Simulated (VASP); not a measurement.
## Sb: single point with HSE06

Sb:

```
Sb
1.0
     0.17336    2.38853    2.49587
     2.41731    0.06469    2.60454
     2.32045    2.40035    0.16154
Sb
1
Direct
  0.00000 0.00000 0.00000
```

| Property | Result |
| --- | --- |
| Program | VASP 6.6.1 |
| Task | single point |
| Functional | HSE06 |
| Potentials or basis | VASP PAW PBE potentials, release 64 (Sb) |
| Cutoff | 400 eV |
| k mesh | 5 × 5 × 5 |
| Occupations | fermi-dirac, width 0.1 eV |
| Spin | no spin polarisation |

```json
{
  "Pressure": "-0.9 GPa",
  "Band gap on the k mesh": "zero (an odd number of electrons rules out a gap without spin polarisation)"
}
```

Stress tensor (GPa, compression positive):
```
-1.57 -1.47  1.89
-1.47 -0.01 -0.21
 1.89 -0.21 -1.06
```

Levels at points of the mesh, in eV from the Fermi level:
```tsv
k point	band 1	band 2	band 3	band 4	band 5	band 6
(0.00, 0.00, 0.00)	-14.57	4.64	6.04	7.42	9.09	10.40
```

It took 14 min on 1 thread of Intel(R) Xeon(R) Platinum 8259CL CPU @ 2.50GHz (Skylake/Cascade Lake), with other jobs on the host, peak memory 0.24 GiB.

Caveat: the k points lie up to 0.48 Å⁻¹ apart, too coarse for converged energies and pressures of a metal; the PAW data sets were made with another functional, which shifts forces and pressure a little; spin-orbit coupling is left out, which moves the levels of the heavy elements.
